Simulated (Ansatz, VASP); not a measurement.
## BN: VASP beside Ansatz

Contents of POSCAR:

```
BN
1.0
    2.5691392587      0.0000000000      0.0000000000
   -1.2845696294      2.2249398639      0.0000000000
    0.0000000000      0.0000000000      4.2494795775
B N
2 2
Direct
    0.3333333333      0.6666666667      0.0002034648
    0.6666666667      0.3333333333      0.5002034648
    0.3333333333      0.6666666667      0.3747965352
    0.6666666667      0.3333333333      0.8747965352
```

Contents of INCAR.step1:

```
SYSTEM = BN
PREC = Accurate
ENCUT = 520
ISMEAR = 0
SIGMA = 0.01
LREAL = .False.
LASPH = .True.
NELM = 80
NBANDS = 16
GGA = PE
ALGO = Normal
EDIFF = 1E-4
LWAVE = .True.
LCHARG = .False.
```

File INCAR.step2:

```
SYSTEM = BN
PREC = Accurate
ENCUT = 520
EDIFF = 1E-7
ISMEAR = 0
SIGMA = 0.01
LREAL = .False.
LASPH = .True.
NELM = 80
ALGO = Normal
ISIF = 2
LWAVE = .False.
LCHARG = .False.
METAGGA = R2SCAN
LMIXTAU = .True.
NBANDS = 16
ISTART = 1
```

Contents of KPOINTS:

```
Automatic mesh
0
Gamma
  9 9 6
  0 0 0
```

Input for Ansatz:

```yaml
crystal:
  lattice:
    - [2.5691392587, 0.0, 0.0]
    - [-1.2845696294, 2.2249398639, 0.0]
    - [0.0, 0.0, 4.2494795775]
  atoms:
    - { symbol: B, position: [0.3333333333, 0.6666666667, 0.0002034648] }
    - { symbol: B, position: [0.6666666667, 0.3333333333, 0.5002034648] }
    - { symbol: "N", position: [0.3333333333, 0.6666666667, 0.3747965352] }
    - { symbol: "N", position: [0.6666666667, 0.3333333333, 0.8747965352] }
kpoints:
  mp_grid: { grid: [9, 9, 6] }
hamiltonian:
  xc: r2scan
scf:
  occupations: { method: fixed }
  n_extra_bands: 5
output:
  forces: true
  stress: true
  eigenvalues: true
```

Alike in both runs: task single point; functional r2SCAN; k mesh 9 × 9 × 6; no spin polarisation.

|  | VASP | Ansatz |
| --- | --- | --- |
| version | VASP 6.6.1 | Ansatz 0.2.0 |
| potentials or method | VASP PAW PBE potentials, release 64 (B, N) | plane waves, PAW |
| plane-wave cutoff (eV) | 520 | 500 |
| occupations | gaussian, width 0.01 eV | fixed |
| valence electrons in the cell | 16 | 16 |

|  | VASP | Ansatz | Ansatz less VASP |
| --- | --- | --- | --- |
| gap on the k mesh at the Fermi level (eV) | 5.76 | 5.79 | +0.031 |
| pressure (GPa) | -10.0 | -11.0 | -1.00 |
| traceless stress, the component that is largest in VASP (GPa) | -0.10 | -0.09 | +0.004 |
| rms of the force components (eV/Å) | 0.012 | 0.013 | +0.0018 |

VASP's potentials were made for PBE, not for r2SCAN. Atom by atom the forces differ by 0.002 eV/Å (rms over components).
